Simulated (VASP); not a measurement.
# InAs (F-43m) in VASP: notebook

InAs is run at these levels: PBE; tasks: vibrations by perturbation theory.

Program: VASP 6.6.1. These are calculated values, not measurements. Logs are shortened: lines on timing, memory, paths and dates and some standing lists are left out, and cuts for length are marked.

### 1 The cell of the first run

Symmetry: F-43m, No. 216, cubic system. Conventional cell: a = 6.110 Å, b = 6.110 Å, c = 6.110 Å, α = 90.00°, β = 90.00°, γ = 90.00°. In (site symmetry -43m) has 4 As at 2.65 Å within 3.5 Å. As (site symmetry -43m) has 4 In at 2.65 Å within 3.5 Å.

### 2 Vibrations by perturbation theory, PBE

INCAR

```
SYSTEM = InAs
ALGO = Normal
EDIFF = 1E-8
ENCUT = 520
GGA = PE
IBRION = 8
ISIF = 2
ISMEAR = -1
LASPH = .TRUE.
LCHARG = .TRUE.
LREAL = .FALSE.
LWAVE = .FALSE.
NELM = 80
NSW = 1
PREC = Accurate
SIGMA = 0.15
```

KPOINTS

```
k-points
0
G
  12 12 12
  0 0 0
```

POSCAR

```
InAs
1.0
    0.0000000000      3.0549282450      3.0549282450
    3.0549282450      0.0000000000      3.0549282450
    3.0549282450      3.0549282450      0.0000000000
In As
1 1
Direct
    0.0000000000      0.0000000000      0.0000000000
    0.7500000000      0.7500000000      0.7500000000
```

Potentials or basis: VASP PAW PBE potentials, release 64 (In_d, As).

Command:

```console
$ cat potpaw_PBE.64/In_d/POTCAR potpaw_PBE.64/As/POTCAR > POTCAR
$ mpirun -np 1 vasp_std > vasp.out
```

OUTCAR:

```text
SYSTEM = InAs
   EDIFF = 1E-8
   ENCUT = 520
   GGA = PE
   IBRION = 8
   ISIF = 2
   ISMEAR = -1
   LASPH = .TRUE.
   LREAL = .FALSE.
   NELM = 80
   NSW = 1
   PREC = Accurate

 ion  position               nearest neighbor table
   1  0.000  0.000  0.000-   2 2.65   2 2.65   2 2.65   2 2.65
   2  0.750  0.750  0.750-   1 2.65   1 2.65   1 2.65   1 2.65

  LATTYP: Found a face centered cubic cell.
 ALAT       =     6.1098564900

  Lattice vectors:

 A1 = (   0.0000000000,   3.0549282450,   3.0549282450)
 A2 = (   3.0549282450,   0.0000000000,   3.0549282450)
 A3 = (   3.0549282450,   3.0549282450,   0.0000000000)

Analysis of symmetry for initial positions (statically):
=====================================================================
 Subroutine PRICEL returns:
 Original cell was already a primitive cell.

 Routine SETGRP: Setting up the symmetry group for a
 face centered cubic supercell.

 Subroutine GETGRP returns: Found 24 space group operations
 (whereof 24 operations were pure point group operations)
 out of a pool of 48 trial point group operations.

The static configuration has the point symmetry T_d .

Analysis of symmetry for dynamics (positions and initial velocities):
=====================================================================
 Subroutine PRICEL returns:
 Original cell was already a primitive cell.

 Routine SETGRP: Setting up the symmetry group for a
 face centered cubic supercell.

 Subroutine GETGRP returns: Found 24 space group operations
 (whereof 24 operations were pure point group operations)
 out of a pool of 48 trial point group operations.

The dynamic configuration has the point symmetry T_d .

 Subroutine INISYM returns: Found 24 space group operations
 (whereof 24 operations are pure point group operations),
 and found     1 'primitive' translations

----------------------------------------------------------------------------------------

                                     Primitive cell

  volume of cell :      57.0208

  direct lattice vectors                    reciprocal lattice vectors
     0.000000000  3.054928245  3.054928245    -0.163669965  0.163669965  0.163669965
     3.054928245  0.000000000  3.054928245     0.163669965 -0.163669965  0.163669965
     3.054928245  3.054928245  0.000000000     0.163669965  0.163669965 -0.163669965

  length of vectors
     4.320320956  4.320320956  4.320320956     0.283484696  0.283484696  0.283484696

  position of ions in fractional coordinates (direct lattice)
     0.000000000  0.000000000  0.000000000
     0.750000000  0.750000000  0.750000000

  ion indices of the primitive-cell ions
   primitive index   ion index
                 1           1
                 2           2

----------------------------------------------------------------------------------------

 KPOINTS: k-points

Automatic generation of k-mesh.
 Grid dimensions read from file:
 generate k-points for:   12   12   12

 Generating k-lattice:

  Cartesian coordinates                     Fractional coordinates (reciprocal lattice)
    -0.013639164  0.013639164  0.013639164     0.083333333  0.000000000  0.000000000
     0.013639164 -0.013639164  0.013639164     0.000000000  0.083333333  0.000000000
     0.013639164  0.013639164 -0.013639164     0.000000000  0.000000000  0.083333333

  Length of vectors
     0.023623725  0.023623725  0.023623725

  Shift w.r.t. Gamma in fractional coordinates (k-lattice)
[... 72 lines left out ...]
     AMIX_MAG =   1.60;   BMIX_MAG =  1.00
  volume/ion in A,a.u.               =      28.51       192.40
  Fermi-wavevector in a.u.,A,eV,Ry     =   1.114691  2.106461 16.905741  1.242537
  Thomas-Fermi vector in A             =   2.251289
   LORBIT       =      0    0 simple, 1 ext, 2 COOP (PROOUT), +10 PAW based schemes
   GGA     = PE    functional components
[... 5 lines left out ...]
 non-spin polarized calculation
  energy-cutoff  :      520.00
  volume of cell :       57.02
 maximum number of plane-waves:      1572
   NGX = 17   NGY = 17   NGZ = 17

--------------------------------------- Ionic step        1  -------------------------------------------

 number of electron      17.9999996 magnetization

 Free energy of the ion-electron system (eV)
  ---------------------------------------------------
  ext. energy  EPLUGINS =         0.00000000
  ---------------------------------------------------
  free energy    TOTEN  =        -7.70676181 eV

  energy without entropy =       -7.70333871  energy(sigma->0) =       -7.70505026

 E-fermi :   4.5830     XC(G=0):  -8.9578

 val. band max:        4.1977545037   @ k =   0.0000   0.0000   0.0000
 cond. band min:       4.9252692914   @ k =   0.0833   0.0000   0.0000
 fundamental gap:      0.7275147877
 Fermi energy:         4.5829679224

 k-point     1 :       0.0000    0.0000    0.0000
  band No.  band energies     occupation
      1     -10.1320      2.00000
      2     -10.1320      2.00000
      3     -10.1320      2.00000
      4     -10.0185      2.00000
      5     -10.0185      2.00000
      6      -7.4674      2.00000
      7       3.8445      1.98556
      8       4.1978      1.85756
      9       4.1978      1.85756
     10       4.1978      1.85756
     11       8.0920      0.00000
     12       8.0920      0.00000
     13       8.0920      0.00000
[... 354 lines left out ...]
  band No.  band energies     occupation
      1     -10.2488      2.00000
      2     -10.0979      2.00000
      3     -10.0928      2.00000
      4     -10.0178      2.00000
      5     -10.0129      2.00000
      6      -5.9517      2.00000
      7      -1.2909      2.00000
      8       1.8968      2.00000
      9       2.9899      1.99995
     10       6.3458      0.00002
     11       8.5303      0.00000
     12       9.5640      0.00000
     13      11.0393      0.00000

 [... further k-points ...]
[... 5 lines left out ...]
  --------------------------------------------------------------------------------------
  -------------------------------------------------------------------------------------
  Total        0.7316623      0.7316623      0.7316623      0.0000000      0.0000000      0.0000000
  in kB       20.5583494     20.5583494     20.5583494      0.0000000      0.0000000      0.0000000
  external PRESSURE =      20.5583494 kB  Pullay stress =       0.0000000 kB

 VOLUME and BASIS-vectors are now :
 -----------------------------------------------------------------------------
  energy-cutoff  :      520.00
  volume of cell :       57.02
      direct lattice vectors                 reciprocal lattice vectors
     0.000000000  3.054928245  3.054928245    -0.163669965  0.163669965  0.163669965
     3.054928245  0.000000000  3.054928245     0.163669965 -0.163669965  0.163669965
     3.054928245  3.054928245  0.000000000     0.163669965  0.163669965 -0.163669965

 POSITION                                       TOTAL-FORCE (eV/Angst)
 -----------------------------------------------------------------------------------
      0.00000      0.00000      0.00000        -0.000000     -0.000000     -0.000000
      4.58239      4.58239      4.58239         0.000000      0.000000      0.000000
 -----------------------------------------------------------------------------------
    total drift:                                0.000000      0.000000      0.000000

  FREE ENERGIE OF THE ION-ELECTRON SYSTEM (eV)
  ---------------------------------------------------
  free  energy   TOTEN  =        -7.7067618056 eV

  energy  without entropy=       -7.7033387149  energy(sigma->0) =       -7.70505026

[... ionic steps 2 to 3 ...]

--------------------------------------- Ionic step        4  -------------------------------------------

------------------------ aborting loop because EDIFF is reached ----------------------------------------

[... ionic steps 5 to 6 ...]

--------------------------------------- Ionic step        7  -------------------------------------------

 Free energy of the ion-electron system (eV)
  ---------------------------------------------------
  ---------------------------------------------------
  free energy    TOTEN  =        -0.04541259 eV

  energy without entropy =       -0.04541259

------------------------ aborting loop because EDIFF is reached ----------------------------------------

 INTERNAL STRAIN TENSOR  FOR ION    2  DIRECTION 1   (eV/Angst):
 -----------------------------------------------------------------------------
    -0.00198  0.00000  0.00000
     0.00000  0.00225  7.53136
     0.00000  7.53136  0.00225

 INTERNAL STRAIN TENSOR FOR ION    2 for displacements in x,y,z  (eV/Angst):
          X           Y           Z          XY          YZ          ZX
  --------------------------------------------------------------------------------
  x     0.00000     0.00000     0.00000     0.00000     7.53136     0.00000
  y    -0.00000     0.00000    -0.00000     0.00000     0.00000     7.53136
  z     0.00000     0.00000     0.00000     7.53136     0.00000     0.00000

 SECOND DERIVATIVES (NOT SYMMETRIZED)
 ------------------------------------
               1X          1Y          1Z          2X          2Y          2Z
  1X    -7.326813    0.000000    0.000000    7.326813    0.000000    0.000000
  1Y     0.000000   -7.326813    0.000000    0.000000    7.326813    0.000000
  1Z     0.000000    0.000000   -7.326813    0.000000    0.000000    7.326813
  2X     7.335603    0.000000    0.000000   -7.335603    0.000000    0.000000
  2Y     0.000000    7.335603    0.000000    0.000000   -7.335603    0.000000
  2Z     0.000000    0.000000    7.335603    0.000000    0.000000   -7.335603

 Eigenvectors and eigenvalues of the dynamical matrix
 ----------------------------------------------------

   1 f  =    6.286865 THz    39.501541 2PiTHz  209.707260 cm-1    26.000375 meV
             X         Y         Z           dx          dy          dz
      0.000000  0.000000  0.000000    -0.014254    0.001778    0.627989
      4.582392  4.582392  4.582392     0.017657   -0.002202   -0.777886
[... 21 lines left out ...]
   6 f/i=    0.001842 THz     0.011573 2PiTHz    0.061441 cm-1     0.007618 meV
             X         Y         Z           dx          dy          dz
      0.000000  0.000000  0.000000     0.586179    0.456761    0.230623
      4.582392  4.582392  4.582392     0.473223    0.368744    0.186183

--------------------------------------------------------------------------------------------------------

 ELASTIC MODULI CONTR FROM IONIC RELAXATION (kBar)
 Direction    XX          YY          ZZ          XY          YZ          ZX
 --------------------------------------------------------------------------------
 XX          -0.0000     -0.0000     -0.0000     -0.0000      0.0000      0.0000
 YY          -0.0000     -0.0000     -0.0000     -0.0000     -0.0000     -0.0000
 ZZ          -0.0000     -0.0000     -0.0000      0.0000     -0.0000      0.0000
 XY          -0.0000     -0.0000      0.0000   -214.6021      0.0000      0.0000
 YZ           0.0000     -0.0000     -0.0000      0.0000   -214.6021      0.0000
 ZX           0.0000     -0.0000      0.0000      0.0000      0.0000   -214.6021
 --------------------------------------------------------------------------------
```

It took 6 min on 1 thread of Intel Xeon 6975P-C, shared host; peak memory 0.58 GiB.

What came out:

* Highest phonon frequency at Γ, LO-TO splitting left out: 210 cm⁻¹

Phonon frequencies in cm⁻¹ (negative: imaginary):
```tsv
q point	frequencies
(0.000, 0.000, 0.000)	0 0 0 210 210 210
```

Caveat: the cell wasn't relaxed at this level first, which shifts response properties; spin-orbit coupling is left out, which moves the levels of the heavy elements.

### 3 Vibrations by perturbation theory, PBE

This run uses another cell than the first one, of 24.36 Å³/atom, 0.854 times its volume.

INCAR

```
PREC     = Accurate       # precision mode
ENCUT    = 520            # plane-wave cutoff, eV
EDIFF    = 1E-8           # SCF threshold, eV
ISMEAR   = -1             # smearing method
SIGMA    = 0.15           # smearing width, eV
LREAL    = False          # projectors in reciprocal space
LASPH    = True           # aspherical terms in the spheres
NELM     = 80             # most SCF steps
ALGO     = Normal         # electronic algorithm
ISIF     = 2              # what is computed and relaxed
LWAVE    = False          # write WAVECAR
LCHARG   = False          # write CHGCAR
GGA      = PE             # functional
NBANDS   = 16             # bands
IBRION   = 8              # ionic algorithm
NSW      = 1              # ionic steps
```

KPOINTS

```
Automatic mesh
0
Gamma
  12 12 12
```

POSCAR

```
InAs
1.0
    0.0000000000      2.8987072520      2.8987072520
    2.8987072520      0.0000000000      2.8987072520
    2.8987072520      2.8987072520      0.0000000000
In As
1 1
Direct
    0.0000000000      0.0000000000      0.0000000000
    0.7500000000      0.7500000000      0.7500000000
```

Potentials or basis: VASP PAW PBE potentials, release 64 (In_d, As).

Command:

```console
$ cat potpaw_PBE.64/In_d/POTCAR potpaw_PBE.64/As/POTCAR > POTCAR
$ mpirun -np 1 vasp_std > vasp.out
```

OUTCAR:

```text
PREC = Accurate
   ENCUT = 520
   EDIFF = 1E-8
   ISMEAR = -1
   LREAL = False
   LASPH = True
   NELM = 80
   ISIF = 2
   GGA = PE
   IBRION = 8
   NSW = 1

 ion  position               nearest neighbor table
   1  0.000  0.000  0.000-   2 2.51   2 2.51   2 2.51   2 2.51
   2  0.750  0.750  0.750-   1 2.51   1 2.51   1 2.51   1 2.51

  LATTYP: Found a face centered cubic cell.
 ALAT       =     5.7974145040

  Lattice vectors:

 A1 = (   0.0000000000,   2.8987072520,   2.8987072520)
 A2 = (   2.8987072520,   0.0000000000,   2.8987072520)
 A3 = (   2.8987072520,   2.8987072520,   0.0000000000)

Analysis of symmetry for initial positions (statically):
=====================================================================
 Subroutine PRICEL returns:
 Original cell was already a primitive cell.

 Routine SETGRP: Setting up the symmetry group for a
 face centered cubic supercell.

 Subroutine GETGRP returns: Found 24 space group operations
 (whereof 24 operations were pure point group operations)
[... 680 lines left out ...]

 INTERNAL STRAIN TENSOR  FOR ION    2  DIRECTION 1   (eV/Angst):
 -----------------------------------------------------------------------------
    -0.00499  0.00000  0.00000
     0.00000  0.00298 14.55646
     0.00000 14.55646  0.00298

 INTERNAL STRAIN TENSOR FOR ION    2 for displacements in x,y,z  (eV/Angst):
          X           Y           Z          XY          YZ          ZX
  --------------------------------------------------------------------------------
  x    -0.00000     0.00000     0.00000     0.00000    14.55646     0.00000
  y     0.00000     0.00000     0.00000     0.00000     0.00000    14.55646
  z     0.00000     0.00000    -0.00000    14.55646     0.00000     0.00000

 SECOND DERIVATIVES (NOT SYMMETRIZED)
 ------------------------------------
               1X          1Y          1Z          2X          2Y          2Z
  1X   -10.996209    0.000000    0.000000   10.996209    0.000000    0.000000
  1Y     0.000000  -10.996209    0.000000    0.000000   10.996209    0.000000
  1Z     0.000000    0.000000  -10.996209    0.000000    0.000000   10.996209
  2X    10.974937    0.000000    0.000000  -10.974937    0.000000    0.000000
  2Y     0.000000   10.974937    0.000000    0.000000  -10.974937    0.000000
  2Z     0.000000    0.000000   10.974937    0.000000    0.000000  -10.974937

 Eigenvectors and eigenvalues of the dynamical matrix
 ----------------------------------------------------

   1 f  =    7.694603 THz    48.346615 2PiTHz  256.664322 cm-1    31.822306 meV
             X         Y         Z           dx          dy          dz
      0.000000  0.000000  0.000000     0.628749    0.000000   -0.000000
      4.348061  4.348061  4.348061    -0.777608    0.000000   -0.000000
[... 21 lines left out ...]
   6 f/i=    0.003642 THz     0.022886 2PiTHz    0.121499 cm-1     0.015064 meV
             X         Y         Z           dx          dy          dz
      0.000000  0.000000  0.000000     0.181489    0.548064   -0.520925
      4.348061  4.348061  4.348061     0.146746    0.443147   -0.421203

--------------------------------------------------------------------------------------------------------

 ELASTIC MODULI CONTR FROM IONIC RELAXATION (kBar)
 Direction    XX          YY          ZZ          XY          YZ          ZX
 --------------------------------------------------------------------------------
 XX          -0.0000      0.0000      0.0000      0.0000      0.0000      0.0000
 YY           0.0000     -0.0000      0.0000      0.0000      0.0000      0.0000
 ZZ           0.0000      0.0000     -0.0000      0.0000      0.0000      0.0000
 XY           0.0000      0.0000      0.0000   -627.8210      0.0000      0.0000
 YZ           0.0000      0.0000      0.0000      0.0000   -627.8210      0.0000
 ZX           0.0000      0.0000      0.0000      0.0000      0.0000   -627.8210
 --------------------------------------------------------------------------------
```

OSZICAR:

```text
N       E                     dE             d eps       ncg     rms          rms(c)
DAV:   1     0.115337895460E+03    0.11534E+03   -0.83895E+03  2304   0.127E+03
DAV:   2    -0.529598127939E-01   -0.11539E+03   -0.11071E+03  2552   0.305E+02
[... 46 lines left out ...]
RMM:   6    -0.456924698582E-01    0.99400E-05   -0.33640E-06 16912   0.949E-03    0.149E-03
RMM:   7    -0.456923784598E-01    0.91398E-07   -0.24075E-07 18395   0.280E-03    0.126E-03
RMM:   8    -0.456925370776E-01   -0.15862E-06   -0.13579E-07 17128   0.116E-03    0.695E-04
RMM:   9    -0.456930752482E-01   -0.53817E-06    0.80983E-08 17453   0.484E-04    0.135E-04
RMM:  10    -0.456932245954E-01   -0.14935E-06   -0.12519E-07 19241   0.162E-04    0.101E-04
RMM:  11    -0.456932238670E-01    0.72843E-09   -0.21647E-08 17527   0.629E-05    0.168E-05
 Linear response finished
```

Wall time 9.8 min (1 thread of Intel Xeon Platinum 8375C at 2.90GHz (Ice Lake), shared host); peak memory 0.57 GiB.

What came out:

| Property | Result |
| --- | --- |
| Highest phonon frequency at Γ, LO-TO splitting left out | 257 cm⁻¹ |

Phonon frequencies in cm⁻¹ (negative: imaginary):
| q point | frequencies |
| --- | --- |
| (0.000, 0.000, 0.000) | 0 0 0 257 257 257 |

Caveat: the cell wasn't relaxed at this level first, which shifts response properties; spin-orbit coupling is left out, which moves the levels of the heavy elements.

(Part 1 of 2 ends here.)
